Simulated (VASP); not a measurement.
# MgO (Fm-3m) in VASP: a series of runs, part 2 of 2

VASP 6.6.1.

## 4. Single point, r2SCAN

File POSCAR:

```
MgO
1.0
    0.0000000000      2.1037650691      2.1037650691
    2.1037650691      0.0000000000      2.1037650691
    2.1037650691      2.1037650691      0.0000000000
Mg O
1 1
Direct
    0.0000000000      0.0000000000      0.0000000000
    0.5000000000      0.5000000000      0.5000000000
```

File INCAR.step1:

```
SYSTEM = MgO
ALGO = Normal
EDIFF = 1E-5
ENCUT = 750
GGA = PE
GGA_COMPAT = .FALSE.
ISMEAR = 0
LASPH = .TRUE.
LCHARG = .FALSE.
LREAL = .FALSE.
LWAVE = .TRUE.
NBANDS = 15
NELM = 120
PREC = Accurate
SIGMA = 0.02
```

File INCAR.step2:

```
SYSTEM = MgO
ALGO = Normal
EDIFF = 1E-6
ENCUT = 750
GGA_COMPAT = .FALSE.
ISIF = 2
ISMEAR = 0
ISTART = 1
LASPH = .TRUE.
LCHARG = .FALSE.
LMIXTAU = .TRUE.
LREAL = .FALSE.
LWAVE = .FALSE.
METAGGA = R2SCAN
NBANDS = 15
NELM = 120
PREC = Accurate
SIGMA = 0.02
```

File KPOINTS:

```
k-points
0
G
  10 10 10
  0 0 0
```

Potentials or basis: VASP PAW PBE potentials, release 64 (Mg_sv, O).

The run is started by

```
cat potpaw_PBE.64/Mg_sv/POTCAR potpaw_PBE.64/O/POTCAR > POTCAR
cp INCAR.step1 INCAR
mpirun -np 1 vasp_std > vasp.out
cp INCAR.step2 INCAR
mpirun -np 1 vasp_std > vasp.out
```

OUTCAR:

```text
SYSTEM = MgO
   EDIFF = 1E-6
   ENCUT = 750
   ISIF = 2
   ISMEAR = 0
   ISTART = 1
   LASPH = .TRUE.
   LREAL = .FALSE.
   METAGGA = R2SCAN
   NELM = 120
   PREC = Accurate

 ion  position               nearest neighbor table
   1  0.000  0.000  0.000-   2 2.10   2 2.10   2 2.10   2 2.10   2 2.10   2 2.10
   2  0.500  0.500  0.500-   1 2.10   1 2.10   1 2.10   1 2.10   1 2.10   1 2.10

  LATTYP: Found a face centered cubic cell.
 ALAT       =     4.2075301382

  Lattice vectors:

 A1 = (   0.0000000000,   2.1037650691,   2.1037650691)
 A2 = (   2.1037650691,   0.0000000000,   2.1037650691)
 A3 = (   2.1037650691,   2.1037650691,   0.0000000000)

Analysis of symmetry for initial positions (statically):
=====================================================================
 Subroutine PRICEL returns:
 Original cell was already a primitive cell.

 Routine SETGRP: Setting up the symmetry group for a
 face centered cubic supercell.

 Subroutine GETGRP returns: Found 48 space group operations
 (whereof 48 operations were pure point group operations)
 out of a pool of 48 trial point group operations.

The static configuration has the point symmetry O_h .

Analysis of symmetry for dynamics (positions and initial velocities):
=====================================================================
 Subroutine PRICEL returns:
 Original cell was already a primitive cell.

 Routine SETGRP: Setting up the symmetry group for a
 face centered cubic supercell.

 Subroutine GETGRP returns: Found 48 space group operations
 (whereof 48 operations were pure point group operations)
 out of a pool of 48 trial point group operations.

The dynamic configuration has the point symmetry O_h .

 Subroutine INISYM returns: Found 48 space group operations
 (whereof 48 operations are pure point group operations),
 and found     1 'primitive' translations

----------------------------------------------------------------------------------------

                                     Primitive cell

[... 120 lines left out ...]
   LRPA    =     F    only Hartree local field effects (RPA)
 non-spin polarized calculation
 Gauss-broadening in eV      SIGMA  =   0.02
  energy-cutoff  :      750.00
  volume of cell :       18.62
 maximum number of plane-waves:       893
   NGX = 13   NGY = 13   NGZ = 13

 number of electron      15.9999994 magnetization

 Free energy of the ion-electron system (eV)
  ---------------------------------------------------
  ext. energy  EPLUGINS =         0.00000000
  ---------------------------------------------------
  free energy    TOTEN  =       -16.16302273 eV

  energy without entropy =      -16.16302273  energy(sigma->0) =      -16.16302273

 E-fermi :   2.7857     XC(G=0): -12.0585

 val. band max:        2.5295691709   @ k =   0.0000   0.0000   0.0000
 cond. band min:       8.2099973598   @ k =   0.0000   0.0000   0.0000
 fundamental gap:      5.6804281889
 Fermi energy:         2.7857449504

 k-point     1 :       0.0000    0.0000    0.0000
  band No.  band energies     occupation
      1     -72.4297      2.00000
      2     -37.5209      2.00000
      3     -37.5209      2.00000
      4     -37.5209      2.00000
      5     -15.6737      2.00000
      6       2.5296      2.00000
      7       2.5296      2.00000
      8       2.5296      2.00000
      9       8.2100      0.00000
     10      19.4100      0.00000
     11      19.4100      0.00000
     12      19.4100      0.00000
     13      23.5262      0.00000
     14      25.3608      0.00000
[... 401 lines left out ...]
      2     -37.5801      2.00000
      3     -37.5444      2.00000
      4     -37.5420      2.00000
      5     -14.4590      2.00000
      6      -1.0411      2.00000
      7       1.2142      2.00000
      8       1.4274      2.00000
      9      13.1876      0.00000
     10      13.7054      0.00000
     11      17.4154      0.00000
     12      22.1223      0.00000
     13      22.3405      0.00000
     14      28.9173      0.00000
     15      31.1560      0.00000

 [... further k-points ...]

------------------------ aborting loop because EDIFF is reached ----------------------------------------

  FORCE on cell =-STRESS in cart. coord.  units (eV):
  Direction    XX          YY          ZZ          XY          YZ          ZX
  --------------------------------------------------------------------------------------
  -------------------------------------------------------------------------------------
  Total       -0.0433818     -0.0433818     -0.0433818      0.0000000      0.0000000      0.0000000
  in kB       -3.7324749     -3.7324749     -3.7324749      0.0000000      0.0000000      0.0000000
  external PRESSURE =      -3.7324749 kB  Pullay stress =       0.0000000 kB

 VOLUME and BASIS-vectors are now :
 -----------------------------------------------------------------------------
  energy-cutoff  :      750.00
  volume of cell :       18.62
      direct lattice vectors                 reciprocal lattice vectors
     0.000000000  2.103765069  2.103765069    -0.237669123  0.237669123  0.237669123
     2.103765069  0.000000000  2.103765069     0.237669123 -0.237669123  0.237669123
     2.103765069  2.103765069  0.000000000     0.237669123  0.237669123 -0.237669123

 POSITION                                       TOTAL-FORCE (eV/Angst)
 -----------------------------------------------------------------------------------
      0.00000      0.00000      0.00000         0.000000      0.000000      0.000000
      2.10377      2.10377      2.10377        -0.000000     -0.000000     -0.000000
 -----------------------------------------------------------------------------------
    total drift:                                0.000000      0.000000      0.000000

  FREE ENERGIE OF THE ION-ELECTRON SYSTEM (eV)
  ---------------------------------------------------
  free  energy   TOTEN  =       -16.1630227326 eV

  energy  without entropy=      -16.1630227326  energy(sigma->0) =      -16.16302273
```

OUTCAR.step1:

```text
SYSTEM = MgO
   EDIFF = 1E-5
   ENCUT = 750
   GGA = PE
   ISMEAR = 0
   LASPH = .TRUE.
   LREAL = .FALSE.
[... 652 lines left out ...]
      0.00000      0.00000      0.00000         0.000000     -0.000000     -0.000000
      2.10377      2.10377      2.10377        -0.000000      0.000000      0.000000
 -----------------------------------------------------------------------------------
    total drift:                                0.000000      0.000000      0.000000

  FREE ENERGIE OF THE ION-ELECTRON SYSTEM (eV)
  ---------------------------------------------------
  free  energy   TOTEN  =       -11.8760837226 eV

  energy  without entropy=      -11.8760837226  energy(sigma->0) =      -11.87608372
```

Run time: 75 s. Hardware: 1 thread of Intel Xeon Platinum 8488C (Sapphire Rapids), shared host; peak memory 0.17 GiB.

What came out:

- Free energy: -16.1630 eV
- Pressure: -0.4 GPa
- Band gap on the k mesh: 5.68 eV

Caveat: the PAW data sets were made with another functional, which shifts forces and pressure a little.

## 5. The runs side by side

| cell | k mesh | cutoff (eV) | smearing | mended | gap on the mesh (eV) | pressure (GPa) |
| --- | --- | --- | --- | --- | --- | --- |
| a = 2.975 Å, angles 60.0°, 2 atoms | 10 × 10 × 10 | 660 | gaussian 0.02 eV | - | 5.69 | -0.5 |
| a = 3.004 Å, angles 60.0°, 2 atoms | 8 × 8 × 8 | 750 | gaussian 0.1 eV | yes | 5.39 | -4.9 |
| a = 2.975 Å, angles 60.0°, 2 atoms | 10 × 10 × 10 | 750 | gaussian 0.02 eV | yes | 5.68 | -0.4 |

Alike in all rows: task single point; level r2SCAN; potentials or basis VASP PAW PBE potentials, release 64 (Mg_sv, O); no spin polarisation.

Caveats: the PAW data sets were made with another functional, which shifts forces and pressure a little; the cell stands under tension (at least some runs).

Total energies depend on the potentials used, so only differences within one code and one set of settings carry meaning.

## 6. Comparison with measurements

Step 2. Against the measured gap of MgO, 7.83 eV (quoted in “Electronic structure of alkaline earth and post-transition metal oxides”, 2009, arxiv:0908.1581), the calculated 5.69 eV is off by -2.14 eV. The value is that of r2SCAN, without temperature or zero-point motion.

Step 4. Measured gap of MgO: 7.83 eV (quoted in “Electronic structure of alkaline earth and post-transition metal oxides”, 2009, arxiv:0908.1581). This calculation gives 5.68 eV (-2.15 eV). The value is that of r2SCAN, without temperature or zero-point motion.
